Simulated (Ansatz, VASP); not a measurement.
**One calculation of Sn, two programs**

The input INCAR:

```
PREC = Accurate ; ENCUT = 520
EDIFF = 1E-7 ; ISMEAR = 0
SIGMA = 0.014 ; LREAL = F
LASPH = T ; NELM = 80
ALGO = Normal ; ISIF = 2
LWAVE = F ; LCHARG = F
GGA = PE ; NBANDS = 21
```

The input KPOINTS:

```
Automatic mesh
0
Gamma
  7 7 7
```

Contents of POSCAR:

```
Sn
1.0
    0.0000000000      3.2333428000      3.2333428000
    3.2333428000      0.0000000000      3.2333428000
    3.2333428000      3.2333428000      0.0000000000
Sn
2
Direct
    0.7500000000      0.7500000000      0.7500000000
    0.5000000000      0.5000000000      0.5000000000
```

Contents of input.yaml:

```yaml
crystal:
  lattice:
    - [0.0, 3.2333428, 3.2333428]
    - [3.2333428, 0.0, 3.2333428]
    - [3.2333428, 3.2333428, 0.0]
  atoms:
    - { symbol: Sn, position: [0.75, 0.75, 0.75] }
    - { symbol: Sn, position: [0.5, 0.5, 0.5] }
kpoints:
  mp_grid: { grid: [7, 7, 7] }
scf:
  occupations: { method: gaussian, width: 0.014 }
hamiltonian:
  xc: pbe
  pseudopotentials: { kind: all_electron, lapw: { basis_error: 0.001 } }
output:
  forces: true
  stress: true
  eigenvalues: true
```

Alike in both runs: task single point; functional PBE; k mesh 7 × 7 × 7; occupations gaussian, width 0.014 eV; no spin polarisation.

|  | VASP | Ansatz |
| --- | --- | --- |
| version | VASP 6.6.1 | Ansatz 0.2.0 |
| potentials or method | VASP PAW PBE potentials, release 64 (Sn_d), cutoff 520 eV | all-electron LAPW, scalar-relativistic |

```tsv
	VASP	Ansatz	Ansatz less VASP
gap on the k mesh at the Fermi level (eV)	none	none	-
pressure (GPa)	3.8	3.8	+0.06
```

A gap of «none» marks a metal or a gap that the smearing closes. Ansatz ran all-electron here, and VASP with PAW potentials.
